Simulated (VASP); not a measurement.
MgO, 4 atoms in the cell. It takes space group P6_3/mmc (No. 194, hexagonal). The conventional cell has a = 3.465 Å, b = 3.465 Å, c = 4.308 Å, α = 90.00°, β = 90.00°, γ = 120.00°. Mg (site symmetry -6m2) has 5 O at 2.00 to 2.15 Å within 2.7 Å. O (site symmetry -6m2) has 5 Mg at 2.00 to 2.15 Å within 2.7 Å.  This cell differs from its parent crystal: volume 11.199 Å^3 an atom, c/a of the conventional cell 1.2432.

```yaml
Program: VASP 6.6.1
Task: single point
Functional: PBE
Potentials_or_basis: VASP PAW PBE potentials, release 64 (Mg, O)
Cutoff: 520 eV
k_mesh: 9 × 9 × 6
Occupations: gaussian, width 0.05 eV
Spin: no spin polarisation
Dipole_correction: no
Further_INCAR_settings: ALGO = Normal; EDIFF = 1e-06; NBANDS = 16
```

Potentials or basis: VASP PAW PBE potentials, release 64 (Mg, O).

Command:

```bash
$ cat potpaw_PBE.64/Mg/POTCAR potpaw_PBE.64/O/POTCAR > POTCAR
$ mpirun -np 1 vasp_std > vasp.out
```

Hardware: 1 thread of Intel(R) Xeon(R) 6975P-C (Granite Rapids), on a shared host.

Question: How long does it take, and how much memory?

Answer: Wall time 35 s on 1 thread of Intel(R) Xeon(R) 6975P-C (Granite Rapids), on a shared host, peak memory 0.18 GiB. Counts: scf iterations 13, k points 48.
